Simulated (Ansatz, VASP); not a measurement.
# ZrTi3O8: VASP beside Ansatz

POSCAR

```
ZrTi3O8
1.0
    3.7033151884      0.0000000000      0.0000000000
    0.0000000000      6.3358513942      0.0000000000
    0.0000000000      0.0000000000      5.5815964730
Ti O Zr
3 8 1
Direct
    0.5000000000      0.2492129142      0.5419116020
    0.0000000000      0.0000000000     -0.0583314760
    0.5000000000      0.7507870858      0.5419116020
    0.5000000000      0.0000000000      0.3841356089
    0.0000000000      0.2223690173      0.1411257847
    0.0000000000      0.2513259399      0.6601359247
    0.5000000000      0.0000000000      0.8305605404
    0.5000000000      0.5000000000      0.3559066059
    0.0000000000      0.7776309827      0.1411257847
    0.0000000000      0.7486740601      0.6601359247
    0.5000000000      0.5000000000      0.8224535971
    0.0000000000      0.5000000000     -0.0210714993
```

File INCAR.step1:

```
PREC = Accurate ; ENCUT = 660
ISMEAR = 0 ; SIGMA = 0.01
LREAL = F ; LASPH = T
NELM = 120 ; NBANDS = 60
GGA = PE ; ALGO = Normal
EDIFF = 1E-5 ; LWAVE = T
LCHARG = F ; GGA_COMPAT = F
KPAR = 4
```

The input INCAR.step2:

```
PREC = Accurate ; ENCUT = 660
EDIFF = 1E-6 ; ISMEAR = 0
SIGMA = 0.01 ; LREAL = F
LASPH = T ; NELM = 120
ALGO = Normal ; ISIF = 2
LWAVE = F ; LCHARG = F
METAGGA = R2SCAN ; LMIXTAU = T
NBANDS = 60 ; ISTART = 1
GGA_COMPAT = F ; KPAR = 4
```

File KPOINTS:

```
regular mesh
0
Gamma
  8 4 6
```

Input for Ansatz:

```yaml
crystal:
  lattice:
    - [3.7033151884, 0.0, 0.0]
    - [0.0, 6.3358513942, 0.0]
    - [0.0, 0.0, 5.581596473]
  atoms:
    - { symbol: Ti, position: [0.5, 0.2492129142, 0.541911602] }
    - { symbol: Ti, position: [0.0, 0.0, -0.058331476] }
    - { symbol: O, position: [0.5, 0.0, 0.3841356089] }
    - { symbol: O, position: [0.0, 0.2223690173, 0.1411257847] }
    - { symbol: O, position: [0.0, 0.2513259399, 0.6601359247] }
    - { symbol: O, position: [0.5, 0.0, 0.8305605404] }
    - { symbol: Ti, position: [0.5, 0.7507870858, 0.541911602] }
    - { symbol: Zr, position: [0.0, 0.5, -0.0210714993] }
    - { symbol: O, position: [0.5, 0.5, 0.3559066059] }
    - { symbol: O, position: [0.0, 0.7776309827, 0.1411257847] }
    - { symbol: O, position: [0.0, 0.7486740601, 0.6601359247] }
    - { symbol: O, position: [0.5, 0.5, 0.8224535971] }
kpoints:
  mp_grid: { grid: [8, 4, 6] }
  band_path:
    path:
      - [0.0, 0.0, 0.0]
      - [0.5, 0.0, 0.0]
      - [0.5, 0.5, 0.0]
      - [0.0, 0.5, 0.0]
      - [0.0, 0.0, 0.5]
      - [0.5, 0.0, 0.5]
      - [0.5, 0.5, 0.5]
      - [0.0, 0.5, 0.5]
      - [0.364583, 0.0, -0.5]
    npoints: 1
hamiltonian:
  xc: r2scan
scf:
  occupations: { method: fixed }
  n_extra_bands: 7
output:
  forces: true
  stress: true
  eigenvalues: true
```

Alike in both runs: task single point; functional r2SCAN; k mesh 8 × 4 × 6; no spin polarisation.

|  | VASP | Ansatz |
| --- | --- | --- |
| version | VASP 6.6.1 | Ansatz 0.2.0 |
| potentials or method | VASP PAW PBE potentials, release 64 (Ti_sv, O, Zr_sv) | plane waves, PAW |
| plane-wave cutoff (eV) | 660 | 500 |
| occupations | gaussian, width 0.01 eV | fixed |
| valence electrons in the cell | 96 | 96 |

Ansatz gave:

```
gap on the k mesh at the Fermi level (eV) : 3.19
pressure (GPa)                            : 0.0
rms of the force components (eV/Å)        : 0.001
```

**Question.** Estimate VASP's values.

**Answer.** gap on the k mesh at the Fermi level (eV): 3.22; pressure (GPa): 0.8; rms of the force components (eV/Å): 0.057.

VASP's potentials were made for PBE, not for r2SCAN.
